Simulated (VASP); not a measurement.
# Li (Im-3m) in VASP: a series of runs

Li is run at these levels: PBEsol; tasks: single point, relaxation of cell and atoms.

Everything below comes from runs of VASP 6.6.1. Logs are shortened: lines on timing, memory, paths and dates and some standing lists are left out, and cuts for length are marked.

### Step 1. The cell of the first run

It takes space group Im-3m (No. 229, cubic). Conventional cell: a = 3.433 Å, b = 3.433 Å, c = 3.433 Å, α = 90.00°, β = 90.00°, γ = 90.00°. Within 3.9 Å of Li (site symmetry m-3m) lie 14 Li at 2.97 to 3.43 Å.

### Step 2. Single point, PBEsol

INCAR

```
SYSTEM = Li
PREC = Accurate
ENCUT = 520
EDIFF = 1E-7
ISMEAR = 1
SIGMA = 0.1
LREAL = .False.
LASPH = .True.
NELM = 100
ALGO = Fast
ISIF = 2
LWAVE = .False.
LCHARG = .False.
GGA = PS
NBANDS = 10
```

KPOINTS

```
regular mesh
0
Gamma
  20 20 20
  0 0 0
```

POSCAR

```
Li
1.0
    3.4332067972      0.0000000000      0.0000000000
    0.0000000000      3.4332067972      0.0000000000
    0.0000000000      0.0000000000      3.4332067972
Li
2
Direct
    0.0000000000      0.0000000000      0.0000000000
    0.5000000000      0.5000000000      0.5000000000
```

Potentials or basis: VASP PAW PBE potentials, release 64 (Li_sv).

The run is started by

```console
$ cat potpaw_PBE.64/Li_sv/POTCAR > POTCAR
$ mpirun -np 1 vasp_std > vasp.out
```

OUTCAR:

```text
SYSTEM = Li
   PREC = Accurate
   ENCUT = 520
   EDIFF = 1E-7
   ISMEAR = 1
   LREAL = .False.
   LASPH = .True.
   NELM = 100
   ISIF = 2
   GGA = PS

 ion  position               nearest neighbor table
   1  0.000  0.000  0.000-
   2  0.500  0.500  0.500-

  LATTYP: Found a simple cubic cell.
 ALAT       =     3.4332067972

  Lattice vectors:

 A1 = (   3.4332067972,   0.0000000000,   0.0000000000)
 A2 = (   0.0000000000,   3.4332067972,   0.0000000000)
 A3 = (   0.0000000000,   0.0000000000,   3.4332067972)

Analysis of symmetry for initial positions (statically):
=====================================================================
 Subroutine PRICEL returns following result:

  LATTYP: Found a body centered cubic cell.
 ALAT       =     3.4332067972

  Lattice vectors:

 A1 = (   1.7166033986,   1.7166033986,  -1.7166033986)
 A2 = (  -1.7166033986,   1.7166033986,   1.7166033986)
 A3 = (   1.7166033986,  -1.7166033986,   1.7166033986)

   2 primitive cells build up your supercell.

 Routine SETGRP: Setting up the symmetry group for a
 simple cubic supercell.

 Subroutine GETGRP returns: Found 48 space group operations
 (whereof 48 operations were pure point group operations)
 out of a pool of 48 trial point group operations.

The static configuration has the point symmetry O_h .

Analysis of symmetry for dynamics (positions and initial velocities):
=====================================================================
 Subroutine PRICEL returns following result:

  LATTYP: Found a body centered cubic cell.
 ALAT       =     3.4332067972

  Lattice vectors:

 A1 = (   1.7166033986,   1.7166033986,  -1.7166033986)
 A2 = (  -1.7166033986,   1.7166033986,   1.7166033986)
 A3 = (   1.7166033986,  -1.7166033986,   1.7166033986)

   2 primitive cells build up your supercell.

 Routine SETGRP: Setting up the symmetry group for a
 simple cubic supercell.

 Subroutine GETGRP returns: Found 48 space group operations
 (whereof 48 operations were pure point group operations)
 out of a pool of 48 trial point group operations.

The dynamic configuration has the point symmetry O_h .

 Subroutine INISYM returns: Found 48 space group operations
 (whereof 48 operations are pure point group operations),
 and found     2 'primitive' translations

----------------------------------------------------------------------------------------

                                     Primitive cell

  volume of cell :      20.2334

  direct lattice vectors                    reciprocal lattice vectors
     1.716603399  1.716603399 -1.716603399     0.291272871  0.291272871  0.000000000
    -1.716603399  1.716603399  1.716603399    -0.000000000  0.291272871  0.291272871
     1.716603399 -1.716603399  1.716603399     0.291272871  0.000000000  0.291272871

  length of vectors
     2.973244303  2.973244303  2.973244303     0.411922044  0.411922044  0.411922044

  position of ions in fractional coordinates (direct lattice)
     0.000000000  0.000000000  0.000000000

  ion indices of the primitive-cell ions
   primitive index   ion index
                 1           1

----------------------------------------------------------------------------------------

 KPOINTS: regular mesh

Automatic generation of k-mesh.
 Grid dimensions read from file:
 generate k-points for:   20   20   20

 Generating k-lattice:

  Cartesian coordinates                     Fractional coordinates (reciprocal lattice)
     0.014563644  0.000000000  0.000000000     0.050000000  0.000000000  0.000000000
     0.000000000  0.014563644  0.000000000     0.000000000  0.050000000  0.000000000
     0.000000000  0.000000000  0.014563644     0.000000000  0.000000000  0.050000000

  Length of vectors
     0.014563644  0.014563644  0.014563644

  Shift w.r.t. Gamma in fractional coordinates (k-lattice)
     0.000000000  0.000000000  0.000000000

 Subroutine IBZKPT returns following result:
 ===========================================

 Found    286 irreducible k-points:

 Following reciprocal coordinates:
            Coordinates               Weight
  0.000000  0.000000  0.000000      1.000000
  0.050000  0.000000  0.000000      6.000000
  0.100000  0.000000  0.000000      6.000000
  0.150000  0.000000  0.000000      6.000000
  0.200000  0.000000  0.000000      6.000000
  0.250000  0.000000  0.000000      6.000000
[... 16 lines left out ...]
  0.150000  0.100000  0.000000     24.000000
  0.200000  0.100000  0.000000     24.000000
 [... further k-points ...]
   k-points           NKPTS =    286   k-points in BZ     NKDIM =    286   number of bands    NBANDS=     10
   number of dos      NEDOS =    301   number of ions     NIONS =      2
   total plane-waves  NPLWV =  21952
   dimension x,y,z NGX =    28 NGY =   28 NGZ =   28
   dimension x,y,z NGXF=    56 NGYF=   56 NGZF=   56
   ions per type =               2
   NGX,Y,Z   is equivalent  to a cutoff of  13.56, 13.56, 13.56 a.u.
   NGXF,Y,Z  is equivalent  to a cutoff of  27.12, 27.12, 27.12 a.u.
 SYSTEM =  Li
   PREC   = accura    normal or accurate (medium, high low for compatibility)
   ISTART =      0    job   : 0-new  1-cont  2-samecut
   ICHARG =      2    charge: 1-file 2-atom 10-const
   ISPIN  =      1    spin polarized calculation?
   LNONCOLLINEAR =      F non collinear calculations
   LSORBIT =      F    spin-orbit coupling
   LASPH  =      T    aspherical Exc in radial PAW
   ENCUT  =  520.0 eV  38.22 Ry    6.18 a.u.   6.38  6.38  6.38*2*pi/ulx,y,z
   NELM   =    100;   NELMIN=  2; NELMDL= -5     # of ELM steps
   EDIFF  = 0.1E-06   stopping-criterion for ELM
   LREAL  =      F    real-space projection
   EDIFFG = 0.1E-05   stopping-criterion for IOM
   NSW    =      0    number of steps for IOM
   IBRION =     -1    ionic relax: 0-MD 1-quasi-New 2-CG
   NFREE  =      0    steps in history (QN), initial steepest desc. (CG)
   ISIF   =      2    stress and relaxation
   ISYM   =      2    0-nonsym 1-usesym 2-fastsym
   POTIM  = 0.5000    time-step for ionic-motion
   TEBEG  =    0.0;   TEEND  =   0.0 temperature during run
   PSTRESS=    0.0 pullay stress
   NELECT =       6.0000    total number of electrons
   NUPDOWN=      -1.0000    fix difference up-down
   EMIN   =  10.00;   EMAX   =-10.00  energy-range for DOS
   EFERMI =   0.00;   METHOD = LEGACY
   ISMEAR =     1;   SIGMA  =   0.10  broadening in eV -4-tet -1-fermi 0-gaus
   EFERMI_NEDOS =   21; number of points for ismear=-14 and -15
   IALGO  =     68    algorithm
   IMIX   =      4    mixing-type and parameters
     AMIX     =   0.40;   BMIX     =  1.00
     AMIX_MAG =   1.60;   BMIX_MAG =  1.00
  volume/ion in A,a.u.               =      20.23       136.54
  Fermi-wavevector in a.u.,A,eV,Ry     =   0.866480  1.637410 10.215089  0.750788
  Thomas-Fermi vector in A             =   1.984875
   LORBIT       =      0    0 simple, 1 ext, 2 COOP (PROOUT), +10 PAW based schemes
   GGA     = PS    functional components
   LHFCALC =     F    Hartree Fock is set to
   AEXX    =    0.0000 exact exchange contribution
   IVDW    =     0    specifies the selected vdW correction
   LEPSILON=     F    determine dielectric tensor
   LRPA    =     F    only Hartree local field effects (RPA)
 non-spin polarized calculation
 RMM-DIIS sequential band-by-band and
 Methfessel and Paxton  Order N= 1 SIGMA  =   0.10
  energy-cutoff  :      520.00
  volume of cell :       40.47
 maximum number of plane-waves:      1108
 NGX is ok and might be reduce to    28
   NGX = 13   NGY = 13   NGZ = 13

 number of electron       6.0000000 magnetization

 Free energy of the ion-electron system (eV)
  ---------------------------------------------------
  ext. energy  EPLUGINS =         0.00000000
  ---------------------------------------------------
  free energy    TOTEN  =        -3.93065243 eV

  energy without entropy =       -3.93016997  energy(sigma->0) =       -3.93049161

 E-fermi :   0.6550     XC(G=0):  -7.0220

 val. band max:        0.6543303835   @ k =   0.4000   0.1000   0.0000
 cond. band min:       0.6683934989   @ k =   0.4500   0.3000   0.0000
 fundamental gap:      0.0140631154
 Fermi energy:         0.6549983904

 k-point     1 :       0.0000    0.0000    0.0000
  band No.  band energies     occupation
      1     -45.2776      2.00000
      2     -45.2422      2.00000
      3      -2.9252      2.00000
      4       6.1634      0.00000
      5       6.1634      0.00000
      6       6.1634      0.00000
      7       8.4051      0.00000
      8       8.4051      0.00000
      9      14.3408      0.00000
     10      15.2809      0.00000

 k-point     2 :       0.0500    0.0000    0.0000
  band No.  band energies     occupation
      1     -45.2773      2.00000
      2     -45.2427      2.00000
      3      -2.9016      2.00000
      4       5.7762      0.00000
      5       6.1940      0.00000
      6       6.1940      0.00000
      7       8.4369      0.00000
      8       8.8367      0.00000
      9      14.4775      0.00000
     10      15.1527      0.00000

 k-point     3 :       0.1000    0.0000    0.0000
  band No.  band energies     occupation
      1     -45.2765      2.00000
      2     -45.2432      2.00000
      3      -2.8305      2.00000
      4       5.0129      0.00000
      5       6.2859      0.00000
      6       6.2859      0.00000
      7       8.5326      0.00000
      8       9.7265      0.00000
      9      14.7487      0.00000
     10      14.7563      0.00000

 k-point     4 :       0.1500    0.0000    0.0000
  band No.  band energies     occupation
      1     -45.2754      2.00000
      2     -45.2442      2.00000
      3      -2.7121      2.00000
      4       4.1852      0.00000
      5       6.4389      0.00000
      6       6.4389      0.00000
      7       8.6919      0.00000
      8      10.7349      0.00000
      9      14.1666      0.00000
     10      14.2287      0.00000

 k-point     5 :       0.2000    0.0000    0.0000
  band No.  band energies     occupation
      1     -45.2738      2.00000
      2     -45.2454      2.00000
      3      -2.5459      2.00000
      4       3.3730      0.00000
      5       6.6530      0.00000
      6       6.6530      0.00000
      7       8.9151      0.00000
      8      11.7094      0.00000
      9      13.4597      0.00000
     10      13.4613      0.00000

 k-point     6 :       0.2500    0.0000    0.0000
  band No.  band energies     occupation
      1     -45.2717      2.00000
      2     -45.2469      2.00000
      3      -2.3313      2.00000
      4       2.5994     -0.00000
      5       6.9276      0.00000
      6       6.9276      0.00000
      7       9.2020      0.00000
      8      12.4787      0.00000
      9      12.7012      0.00000
     10      12.7014      0.00000
[... 183 lines left out ...]
 k-point    21 :       0.5000    0.0500    0.0000
  band No.  band energies     occupation
      1     -45.2584      2.00000
      2     -45.2584      2.00000
      3      -0.4908      2.00000
      4      -0.4908      2.00000
      5       8.8710      0.00000
      6       8.8710      0.00000
      7       9.2147      0.00000
      8       9.2147      0.00000
      9      11.8965      0.00000
     10      11.8966      0.00000

 k-point    22 :       0.1000    0.1000    0.0000
  band No.  band energies     occupation
      1     -45.2756      2.00000
      2     -45.2439      2.00000
      3      -2.7359      2.00000
      4       4.7660      0.00000
      5       5.5830      0.00000
      6       6.4082      0.00000
      7       9.3321      0.00000
      8      10.3042      0.00000
      9      13.9855      0.00000
     10      14.4358      0.00000

 k-point    23 :       0.1500    0.1000    0.0000
  band No.  band energies     occupation
      1     -45.2745      2.00000
      2     -45.2448      2.00000
      3      -2.6177      2.00000
      4       4.1398      0.00000
      5       5.5589      0.00000
      6       6.5610      0.00000
      7       9.6332      0.00000
      8      11.1555      0.00000
      9      13.2908      0.00000
     10      14.0059      0.00000

 k-point    24 :       0.2000    0.1000    0.0000
  band No.  band energies     occupation
      1     -45.2729      2.00000
      2     -45.2459      2.00000
      3      -2.4516      2.00000
      4       3.3903      0.00000
      5       5.7244      0.00000
      6       6.7745      0.00000
      7       9.8967      0.00000
      8      12.0849      0.00000
      9      12.5193      0.00000
     10      13.4125      0.00000

 [... further k-points ...]

------------------------ aborting loop because EDIFF is reached ----------------------------------------

  FORCE on cell =-STRESS in cart. coord.  units (eV):
  Direction    XX          YY          ZZ          XY          YZ          ZX
  --------------------------------------------------------------------------------------
  -------------------------------------------------------------------------------------
  Total       -0.0214481     -0.0214481     -0.0214481      0.0000000     -0.0000000      0.0000000
  in kB       -0.8491794     -0.8491794     -0.8491794      0.0000000     -0.0000000      0.0000000
  external PRESSURE =      -0.8491794 kB  Pullay stress =       0.0000000 kB

 VOLUME and BASIS-vectors are now :
 -----------------------------------------------------------------------------
  energy-cutoff  :      520.00
  volume of cell :       40.47
      direct lattice vectors                 reciprocal lattice vectors
     3.433206797  0.000000000  0.000000000     0.291272871  0.000000000  0.000000000
     0.000000000  3.433206797  0.000000000     0.000000000  0.291272871  0.000000000
     0.000000000  0.000000000  3.433206797     0.000000000  0.000000000  0.291272871

 POSITION                                       TOTAL-FORCE (eV/Angst)
 -----------------------------------------------------------------------------------
      0.00000      0.00000      0.00000        -0.000000     -0.000000      0.000000
      1.71660      1.71660      1.71660         0.000000      0.000000     -0.000000
 -----------------------------------------------------------------------------------
    total drift:                                0.000000      0.000000      0.000000

  FREE ENERGIE OF THE ION-ELECTRON SYSTEM (eV)
  ---------------------------------------------------
  free  energy   TOTEN  =        -3.9306524254 eV

  energy  without entropy=       -3.9301699719  energy(sigma->0) =       -3.93049161
```

It took 58 s on 1 thread of Intel Xeon 6975P-C (Granite Rapids), shared host; peak memory 0.21 GiB.

Results:

```
Free energy            : -3.9307 eV
Band gap on the k mesh : zero (bands 3 and 4 overlap by 4.53 eV)
```

Levels at points of the mesh, in eV from the Fermi level:
```
           k point  band 1  band 2  band 3  band 4  band 5  band 6  band 7
(0.00, 0.00, 0.00)  -45.93  -45.90   -3.58    5.51    5.51    5.51    7.75
(0.50, 0.00, 0.00)  -45.91  -45.91   -1.17   -1.17    8.53    8.53    8.53
(0.50, 0.50, 0.00)  -45.91  -45.91    0.22    0.22    3.25    3.25   10.37
(0.50, 0.50, 0.50)  -45.91  -45.91    3.36    3.36    3.36    3.36    3.36
```

Caveat: the cutoff is under 1.25 times the usual one of these potentials, so pressure, stress and relaxed cells hold a basis-set (Pulay) error; the PAW data sets were made with another functional, which shifts forces and pressure a little.

### Step 3. Relaxation of cell and atoms, PBEsol

This run uses another cell than the first one, of 20.53 Å³/atom.

INCAR

```
SYSTEM = Li
PREC     = Accurate       ! precision mode
ENCUT    = 600            ! plane-wave cutoff, eV
EDIFF    = 1E-6           ! SCF threshold, eV
ISMEAR   = 1              ! smearing method
SIGMA    = 0.1            ! smearing width, eV
LREAL    = .FALSE.        ! projectors in reciprocal space
LASPH    = .TRUE.         ! aspherical terms in the spheres
NELM     = 100            ! most SCF steps
ALGO     = Fast           ! electronic algorithm
ISIF     = 3              ! what is computed and relaxed
LWAVE    = .FALSE.        ! write WAVECAR
LCHARG   = .FALSE.        ! write CHGCAR
GGA      = PS             ! functional
IBRION   = 2              ! ionic algorithm
NSW      = 80             ! ionic steps
EDIFFG   = -0.005         ! ionic threshold
```

KPOINTS

```
regular mesh
0
G
  20 20 20
  0 0 0
```

POSCAR

```
Li
1.0
    3.4500000000      0.0000000000      0.0000000000
    0.0000000000      3.4500000000      0.0000000000
    0.0000000000      0.0000000000      3.4500000000
Li
2
Direct
    0.0000000000      0.0000000000      0.0000000000
    0.5000000000      0.5000000000      0.5000000000
```

Potentials or basis: VASP PAW PBE potentials, release 64 (Li_sv).

The run is started by

```console
$ cat potpaw_PBE.64/Li_sv/POTCAR > POTCAR
$ mpirun -np 1 vasp_std > vasp.out
```

Wall time 97 s (1 thread of Intel Xeon 6975P-C (Granite Rapids), shared host); peak memory 0.22 GiB.

The run converged. Its results:

```
Free energy                           : -3.9323 eV
Relaxed volume                        : 20.04 Å³/atom
Relaxed cell                          : a = 3.422 Å, b = 3.422 Å, c = 3.422 Å, α = 90.00°, β = 90.00°, γ = 90.00°
Space group after relaxing (to 0.1 Å) : Im-3m (No. 229)
Energy gained by relaxing             : 0.5 meV/atom
Ionic steps                           : 6
Pressure after relaxing               : 0.0 GPa
Band gap on the k mesh                : zero (bands 3 and 4 overlap by 4.55 eV)
```

The path:
```tsv
step	energy change (eV)	largest force (eV/Å)	pressure (GPa)	volume (Å³)
1	0.0000	0.0000	-0.24	41.06
2	-0.0003	0.0000	-0.26	40.88
3	-0.0006	0.0000	-0.20	40.68
4	-0.0009	0.0000	-0.07	40.30
5	-0.0006	0.0000	0.19	39.53
6	-0.0010	0.0000	0.00	40.07
```

Final structure:
```xyz
2
Lattice="3.4221 0.0000 0.0000 0.0000 3.4221 0.0000 0.0000 0.0000 3.4221" Properties=species:S:1:pos:R:3 pbc="T T T"
Li    0.0000    0.0000    0.0000
Li    1.7110    1.7110    1.7110
```

Levels at points of the mesh, in eV from the Fermi level:
```csv
k point,band 1,band 2,band 3,band 4,band 5,band 6,band 7
"(0.00, 0.00, 0.00)",-45.91,-45.88,-3.59,5.54,5.54,5.54,7.79
"(0.50, 0.00, 0.00)",-45.89,-45.89,-1.17,-1.17,8.59,8.59,8.59
"(0.50, 0.50, 0.00)",-45.89,-45.89,0.22,0.22,3.28,3.28,10.44
"(0.50, 0.50, 0.50)",-45.89,-45.89,3.38,3.38,3.38,3.38,3.38
```

Caveat: the cutoff is under 1.25 times the usual one of these potentials, so pressure, stress and relaxed cells hold a basis-set (Pulay) error; the PAW data sets were made with another functional, which shifts forces and pressure a little.
